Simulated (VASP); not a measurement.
Input of a VASP 6.6.1 run:

The input INCAR:

```
ALGO = Normal ; EDIFF = 1E-8
ENCUT = 520 ; IBRION = 6
ISIF = 2 ; ISMEAR = 0
LASPH = T ; LCHARG = F
LMIXTAU = T ; LREAL = F
LWAVE = F ; METAGGA = R2SCAN
NELM = 60 ; NFREE = 2
NSW = 1 ; POTIM = 0.015
PREC = Accurate ; SIGMA = 0.01
```

The input KPOINTS:

```
k-points
0
Gamma
  8 8 8
```

The input POSCAR:

```
InP
1.0
    0.0000000000      2.9536742755      2.9536742755
    2.9536742755      0.0000000000      2.9536742755
    2.9536742755      2.9536742755      0.0000000000
In P
1 1
Direct
    0.0000000000      0.0000000000      0.0000000000
    0.7500000000      0.7500000000      0.7500000000
```

Potentials or basis: VASP PAW PBE potentials, release 64 (In_d, P).

The run is started by

```sh
$ cat potpaw_PBE.64/In_d/POTCAR potpaw_PBE.64/P/POTCAR > POTCAR
$ mpirun -np 1 vasp_std > vasp.out
```

Predict the highest phonon frequency at Γ, LO-TO splitting left out.

295 cm⁻¹.

Phonon frequencies in cm⁻¹ (negative: imaginary):
| q point | frequencies |
| --- | --- |
| (0.000, 0.000, 0.000) | 0 0 0 295 295 295 |
